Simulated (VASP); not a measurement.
# AlInSb2 (P-4m2) in VASP: further runs

Runs on AlInSb2. Level: LDA. Tasks: single point.

All numbers are computed with VASP 6.6.1; they aren't measurements. Logs are shortened: lines on timing, memory, paths and dates and some standing lists are left out, and cuts for length are marked.

**1. The cell of the first run**

The structure is tetragonal, space group P-4m2 (No. 115). Conventional cell: a = 4.380 Å, b = 4.380 Å, c = 6.433 Å, α = 90.00°, β = 90.00°, γ = 90.00°. Al (site symmetry -4m2) has 4 Sb at 2.73 Å within 3.6 Å. In (site symmetry -4m2) has 4 Sb at 2.70 Å within 3.6 Å. Within 3.6 Å of Sb (site symmetry 2mm) lie 2 In at 2.70 Å and 2 Al at 2.73 Å.

**2. Single point, LDA**

INCAR

```
PREC = Accurate
ENCUT = 520
EDIFF = 1E-6
ISMEAR = 0
SIGMA = 0.05
LREAL = F
LASPH = T
NELM = 100
ALGO = Normal
ISIF = 2
LWAVE = F
LCHARG = F
NBANDS = 21
```

KPOINTS

```
regular mesh
0
Gamma
  8 8 6
```

POSCAR

```
AlInSb2
1.0
    4.3799855185      0.0000000000      0.0000000000
    0.0000000000      4.3799855185      0.0000000000
    0.0000000000      0.0000000000      6.4333227296
Al In Sb
1 1 2
Direct
    0.0000000000      0.0000000000      0.0000000000
    0.5000000000      0.5000000000      0.5000000000
    0.0000000000      0.5000000000      0.2539107108
    0.5000000000      0.0000000000      0.7460892892
```

Potentials or basis: VASP PAW LDA potentials, release 64 (Al, In_d, Sb).

Launch:

```bash
$ cat potpaw_LDA.64/Al/POTCAR potpaw_LDA.64/In_d/POTCAR potpaw_LDA.64/Sb/POTCAR > POTCAR
$ mpirun -np 1 vasp_std > vasp.out
```

OUTCAR:

```text
PREC = Accurate
   ENCUT = 520
   EDIFF = 1E-6
   ISMEAR = 0
   LREAL = F
   LASPH = T
   NELM = 100
   ISIF = 2

 ion  position               nearest neighbor table
   1  0.000  0.000  0.000-   3 2.73   4 2.73   3 2.73   4 2.73
   2  0.500  0.500  0.500-   3 2.70   4 2.70   4 2.70   3 2.70
   3  0.000  0.500  0.254-   2 2.70   2 2.70   1 2.73   1 2.73
   4  0.500  0.000  0.746-   2 2.70   2 2.70   1 2.73   1 2.73

  LATTYP: Found a simple tetragonal cell.
 ALAT       =     4.3799855185
 C/A-ratio  =     1.4688000000

  Lattice vectors:

 A1 = (   4.3799855185,   0.0000000000,   0.0000000000)
 A2 = (   0.0000000000,   4.3799855185,   0.0000000000)
 A3 = (   0.0000000000,   0.0000000000,   6.4333227296)

Analysis of symmetry for initial positions (statically):
=====================================================================
 Subroutine PRICEL returns:
 Original cell was already a primitive cell.

 Routine SETGRP: Setting up the symmetry group for a
 simple tetragonal supercell.

 Subroutine GETGRP returns: Found  8 space group operations
 (whereof  8 operations were pure point group operations)
 out of a pool of 16 trial point group operations.

The static configuration has the point symmetry D_2d.

Analysis of symmetry for dynamics (positions and initial velocities):
=====================================================================
 Subroutine PRICEL returns:
 Original cell was already a primitive cell.

 Routine SETGRP: Setting up the symmetry group for a
 simple tetragonal supercell.

 Subroutine GETGRP returns: Found  8 space group operations
 (whereof  8 operations were pure point group operations)
 out of a pool of 16 trial point group operations.

The dynamic configuration has the point symmetry D_2d.

 Subroutine INISYM returns: Found  8 space group operations
 (whereof  8 operations are pure point group operations),
 and found     1 'primitive' translations

----------------------------------------------------------------------------------------

                                     Primitive cell

  volume of cell :     123.4186

  direct lattice vectors                    reciprocal lattice vectors
     4.379985518  0.000000000  0.000000000     0.228311257  0.000000000  0.000000000
     0.000000000  4.379985518  0.000000000     0.000000000  0.228311257  0.000000000
     0.000000000  0.000000000  6.433322730     0.000000000  0.000000000  0.155440671

  length of vectors
[... 85 lines left out ...]
   NELM   =    100;   NELMIN=  2; NELMDL= -5     # of ELM steps
   EDIFF  = 0.1E-05   stopping-criterion for ELM
   LREAL  =      F    real-space projection
   EDIFFG = 0.1E-04   stopping-criterion for IOM
   NSW    =      0    number of steps for IOM
   IBRION =     -1    ionic relax: 0-MD 1-quasi-New 2-CG
   NFREE  =      0    steps in history (QN), initial steepest desc. (CG)
   ISIF   =      2    stress and relaxation
   ISYM   =      2    0-nonsym 1-usesym 2-fastsym
   POTIM  = 0.5000    time-step for ionic-motion
   TEBEG  =    0.0;   TEEND  =   0.0 temperature during run
   PSTRESS=    0.0 pullay stress
   NELECT =      26.0000    total number of electrons
   NUPDOWN=      -1.0000    fix difference up-down
   EMIN   =  10.00;   EMAX   =-10.00  energy-range for DOS
   EFERMI =   0.00;   METHOD = LEGACY
   ISMEAR =     0;   SIGMA  =   0.05  broadening in eV -4-tet -1-fermi 0-gaus
   EFERMI_NEDOS =   21; number of points for ismear=-14 and -15
   IALGO  =     38    algorithm
   IMIX   =      4    mixing-type and parameters
     AMIX     =   0.40;   BMIX     =  1.00
     AMIX_MAG =   1.60;   BMIX_MAG =  1.00
  volume/ion in A,a.u.               =      30.85       208.22
  Fermi-wavevector in a.u.,A,eV,Ry     =   0.974105  1.840791 12.910300  0.948880
  Thomas-Fermi vector in A             =   2.104538
   LORBIT       =      0    0 simple, 1 ext, 2 COOP (PROOUT), +10 PAW based schemes
   GGA     = CA    functional components
   LHFCALC =     F    Hartree Fock is set to
   AEXX    =    0.0000 exact exchange contribution
   IVDW    =     0    specifies the selected vdW correction
   LEPSILON=     F    determine dielectric tensor
   LRPA    =     F    only Hartree local field effects (RPA)
 non-spin polarized calculation
 Gauss-broadening in eV      SIGMA  =   0.05
  energy-cutoff  :      520.00
  volume of cell :      123.42
 maximum number of plane-waves:      3368
 NGX is ok and might be reduce to    36

 number of electron      25.9999993 magnetization

 Free energy of the ion-electron system (eV)
  ---------------------------------------------------
  ext. energy  EPLUGINS =         0.00000000
  ---------------------------------------------------
  free energy    TOTEN  =       -17.30312489 eV

  energy without entropy =      -17.30312489  energy(sigma->0) =      -17.30312489

 E-fermi :   5.3392     XC(G=0):  -9.0214

 val. band max:        5.0798360906   @ k =   0.0000   0.0000   0.0000
 cond. band min:       5.5844564576   @ k =   0.0000   0.0000   0.0000
 fundamental gap:      0.5046203670
 Fermi energy:         5.3392488563

 k-point     1 :       0.0000    0.0000    0.0000
  band No.  band energies     occupation
      1      -9.6985      2.00000
      2      -9.5990      2.00000
      3      -9.5990      2.00000
      4      -9.5246      2.00000
      5      -9.5057      2.00000
      6      -5.9446      2.00000
[... 565 lines left out ...]
     20      10.3409      0.00000
     21      10.3761      0.00000

 [... further k-points ...]

------------------------ aborting loop because EDIFF is reached ----------------------------------------

  FORCE on cell =-STRESS in cart. coord.  units (eV):
  Direction    XX          YY          ZZ          XY          YZ          ZX
  --------------------------------------------------------------------------------------
  -------------------------------------------------------------------------------------
  Total        1.0156975      1.0156975     -0.2305157      0.0000000      0.0000000      0.0000000
  in kB       13.1854295     13.1854295     -2.9924738      0.0000000      0.0000000      0.0000000
  external PRESSURE =       7.7927950 kB  Pullay stress =       0.0000000 kB

 VOLUME and BASIS-vectors are now :
 -----------------------------------------------------------------------------
  energy-cutoff  :      520.00
  volume of cell :      123.42
      direct lattice vectors                 reciprocal lattice vectors
     4.379985518  0.000000000  0.000000000     0.228311257  0.000000000  0.000000000
     0.000000000  4.379985518  0.000000000     0.000000000  0.228311257  0.000000000
     0.000000000  0.000000000  6.433322730     0.000000000  0.000000000  0.155440671

 POSITION                                       TOTAL-FORCE (eV/Angst)
 -----------------------------------------------------------------------------------
      0.00000      0.00000      0.00000         0.000000      0.000000      0.000000
      2.18999      2.18999      3.21666         0.000000      0.000000      0.000000
      0.00000      2.18999      1.63349         0.000000      0.000000     -1.275031
      2.18999      0.00000      4.79983        -0.000000      0.000000      1.275031
 -----------------------------------------------------------------------------------
    total drift:                                0.000000      0.000000      0.000000

  FREE ENERGIE OF THE ION-ELECTRON SYSTEM (eV)
  ---------------------------------------------------
  free  energy   TOTEN  =       -17.3031248938 eV

  energy  without entropy=      -17.3031248938  energy(sigma->0) =      -17.30312489
```

Wall time 66 s (1 thread of AMD EPYC 9R45 (Zen 5), shared host); peak memory 0.28 GiB.

What came out:

```yaml
Free_energy: -17.3031 eV
Pressure: 0.8 GPa
Largest_force: 1.275 eV/Å
Band_gap_on_the_k_mesh: 0.50 eV
```

Forces on the atoms (eV/Å):
```
Al   0.000  0.000  0.000
In   0.000  0.000  0.000
Sb   0.000  0.000 -1.275
Sb   0.000  0.000  1.275
```

Caveat: semilocal functionals underestimate gaps, and a narrow one can read as zero; spin-orbit coupling is left out, which moves the levels of the heavy elements; forces of over 1 eV/Å act on the atoms, so gaps and moduli don't describe the material at rest.

**3. Single point, LDA**

This run uses another cell than the first one, of the same volume but with other edges.

INCAR

```
ALGO = Normal
EDIFF = 1E-7
ENCUT = 520
ISIF = 2
ISMEAR = 0
LASPH = True
LCHARG = False
LREAL = False
LWAVE = False
NBANDS = 21
NELM = 80
PREC = Accurate
SIGMA = 0.05
```

KPOINTS

```
k-points
0
Gamma
  8 8 6
```

POSCAR

```
AlInSb2
1.0
    4.4375919547      0.0000000000      0.0000000000
    0.0000000000      4.4375919547      0.0000000000
    0.0000000000      0.0000000000      6.2673789797
Al In Sb
1 1 2
Direct
    0.0000000000      0.0000000000      0.0000000000
    0.5000000000      0.5000000000      0.5000000000
    0.0000000000      0.5000000000      0.2339661693
    0.5000000000      0.0000000000      0.7660338307
```

Potentials or basis: VASP PAW LDA potentials, release 64 (Al, In_d, Sb).

Launch:

```bash
$ cat potpaw_LDA.64/Al/POTCAR potpaw_LDA.64/In_d/POTCAR potpaw_LDA.64/Sb/POTCAR > POTCAR
$ mpirun -np 1 vasp_std > vasp.out
```

Wall time 64 s (1 thread of AMD EPYC 9R45 (Zen 5), shared host); peak memory 0.28 GiB.

It converged, with:

```
Free energy            : -17.4730 eV
Pressure               : 0.2 GPa
Largest force          : 0.020 eV/Å
Band gap on the k mesh : 0.59 eV
```

Forces on the atoms (eV/Å):
```
Al   0.000  0.000  0.000
In   0.000  0.000  0.000
Sb   0.000  0.000  0.020
Sb   0.000  0.000 -0.020
```

Levels at points of the mesh, in eV from the valence-band top:
```csv
k point,band 9,band 10,band 11,band 12,band 13,band 14,band 15,band 16,band 17,band 18
"(0.00, 0.00, 0.00)",-2.37,-2.37,-0.20,0.00,0.00,0.59,1.24,1.30,2.99,2.99
"(0.50, 0.00, 0.00)",-4.68,-3.00,-2.79,-1.34,-0.86,1.93,2.53,4.37,4.43,4.57
"(0.50, 0.50, 0.00)",-5.73,-2.41,-2.30,-2.30,-2.20,0.81,1.15,1.15,1.73,7.97
"(0.00, 0.00, 0.50)",-3.20,-1.74,-1.74,-1.25,-1.25,1.35,1.59,2.64,2.98,5.30
"(0.50, 0.00, 0.50)",-5.50,-1.30,-1.05,-0.96,-0.75,0.67,0.97,3.42,3.62,3.76
"(0.50, 0.50, 0.50)",-5.60,-3.20,-2.96,-2.85,-2.85,3.82,3.92,3.92,4.12,4.36
```

Caveat: semilocal functionals underestimate gaps, and a narrow one can read as zero; spin-orbit coupling is left out, which moves the levels of the heavy elements. A k mesh can miss the band edges.
